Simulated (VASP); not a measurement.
Here is a VASP 6.6.1 calculation.

File INCAR:

```
  PREC = Accurate
  ENCUT = 520
  EDIFF = 1E-6
  ISMEAR = 0
  SIGMA = 0.1
  LREAL = False
  LASPH = True
  NELM = 60
  ALGO = Normal
  ISIF = 2
  LWAVE = False
  LCHARG = True
  GGA = PE
  LELF = True
  LVHAR = True
  NBANDS = 41
```

The input KPOINTS:

```
regular mesh
0
Gamma
  12 12 6
```

Contents of POSCAR:

```
TlO3
1.0
    4.1523880704      0.0000000000      0.0000000000
   -2.0761940352      3.5960735553      0.0000000000
    0.0000000000      0.0000000000      6.5221487318
Tl O
2 6
Direct
    0.0000000000      0.0000000000      0.0000000000
    0.0000000000      0.0000000000      0.5000000000
    0.0000000000      0.5898578250      0.2500000000
    0.5898578250      0.0000000000      0.2500000000
    0.4101421750      0.4101421750      0.2500000000
    0.5898578250      0.5898578250      0.7500000000
    0.4101421750      0.0000000000      0.7500000000
    0.0000000000      0.4101421750      0.7500000000
```

Potentials or basis: VASP PAW PBE potentials, release 64 (Tl_d, O).

Command:

```console
$ cat potpaw_PBE.64/Tl_d/POTCAR potpaw_PBE.64/O/POTCAR > POTCAR
$ mpirun -np 1 vasp_std > vasp.out
```

Question: Estimate the largest force.

Answer: 0.025 eV/Å.

Question: Estimate the pressure.

Answer: 0.0 GPa.

Question: Estimate the band gap on the k mesh.

Answer: Zero (band 31 reaches 5.67 eV, above the bottom of band 32 at 3.78 eV).

Stress tensor (GPa, compression positive):
```
-0.12  0.00  0.00
 0.00 -0.12  0.00
 0.00  0.00  0.15
```

Caveat: spin-orbit coupling is left out, which moves the levels of the heavy elements.
